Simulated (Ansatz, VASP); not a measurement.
**Two plane-wave programs on Hg**

```
Hg
1.0
     1.87786    1.08418    2.15473
    -1.87786    1.08418    2.15473
     0.00000   -2.16837    2.15473
Hg
1
Direct
  0.00000 0.00000 0.00000
```

Alike in both runs: task single point; functional r2SCAN; k mesh 11 × 11 × 11; occupations methfessel-paxton of order 1, width 0.6 eV; no spin polarisation.

|  | VASP | Ansatz |
| --- | --- | --- |
| version | VASP 6.6.1 | Ansatz 0.2.0 |
| potentials or method | VASP PAW PBE potentials, release 64 (Hg), cutoff 520 eV | plane waves (500 eV) with PAW, scalar-relativistic |
| valence electrons in the cell | 12 | 20 |

VASP gave:

* pressure (GPa): 0.4
* traceless stress, the component that is largest in VASP (GPa): -0.03

**Question.** What did Ansatz give for the same quantities?

**Answer.** Pressure (GPa): 0.0; traceless stress, the component that is largest in VASP (GPa): -0.16.

VASP's potentials were made for PBE, not for r2SCAN. VASP's potentials hold 12 valence electrons a cell and Ansatz's 20, so a difference there can come from the potentials and not from the codes.

Spin-orbit coupling is off throughout.
